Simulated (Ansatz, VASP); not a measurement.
Two plane-wave programs on SrO

The input INCAR:

```
PREC     = Accurate       # precision mode
ENCUT    = 520            # plane-wave cutoff, eV
EDIFF    = 1E-7           # SCF threshold, eV
ISMEAR   = 0              # smearing method
SIGMA    = 0.05           # smearing width, eV
LREAL    = F              # projectors in reciprocal space
LASPH    = T              # aspherical terms in the spheres
NELM     = 80             # most SCF steps
ALGO     = Normal         # electronic algorithm
ISIF     = 2              # what is computed and relaxed
LWAVE    = F              # write WAVECAR
LCHARG   = T              # write CHGCAR
GGA      = PS             # functional
LELF     = T              # ELF
LVHAR    = T            
NBANDS   = 15             # bands
```

The input KPOINTS:

```
Automatic mesh
0
Gamma
  8 8 8
```

The input POSCAR:

```
SrO
1.0
    0.0000000000      2.7916938546      2.1775212066
    2.7916938546      0.0000000000      2.1775212066
    2.7916938546      2.7916938546      0.0000000000
Sr O
1 1
Direct
    0.0000000000      0.0000000000      0.0000000000
    0.5000000000      0.5000000000      0.5000000000
```

Input for Ansatz:

```yaml
crystal:
  lattice:
    - [0.0, 2.7916938546, 2.1775212066]
    - [2.7916938546, 0.0, 2.1775212066]
    - [2.7916938546, 2.7916938546, 0.0]
  atoms:
    - { symbol: Sr, position: [0.0, 0.0, 0.0] }
    - { symbol: O, position: [0.5, 0.5, 0.5] }
basis:
  ecutwfc: 420
kpoints:
  mp_grid: { grid: [8, 8, 8] }
hamiltonian:
  xc: pbesol
scf:
  occupations: { method: gaussian, width: 0.05 }
output:
  forces: true
  stress: true
  eigenvalues: true
```

Alike in both runs: task single point; functional PBEsol; k mesh 8 × 8 × 8; occupations gaussian, width 0.05 eV; no spin polarisation.

|  | VASP | Ansatz |
| --- | --- | --- |
| version | VASP 6.6.1 | Ansatz 0.2.0 |
| potentials or method | VASP PAW PBE potentials, release 64 (Sr_sv, O), cutoff 520 eV | scalar-relativistic, plane waves, PAW |
| valence electrons in the cell | 16 | 16 |

|  | VASP | Ansatz | Ansatz less VASP |
| --- | --- | --- | --- |
| gap on the k mesh at the Fermi level (eV) | 1.30 | 1.38 | +0.079 |
| least direct gap on the mesh (eV) | 1.35 | 1.41 | +0.061 |
| pressure (GPa) | 16.1 | 14.8 | -1.32 |
| traceless stress, the component that is largest in VASP (GPa) | 42.56 | 40.23 | -2.324 |

VASP's potentials were made for PBE, not for PBEsol. With one functional, cell and mesh, what is left measures potentials, basis and numerics.
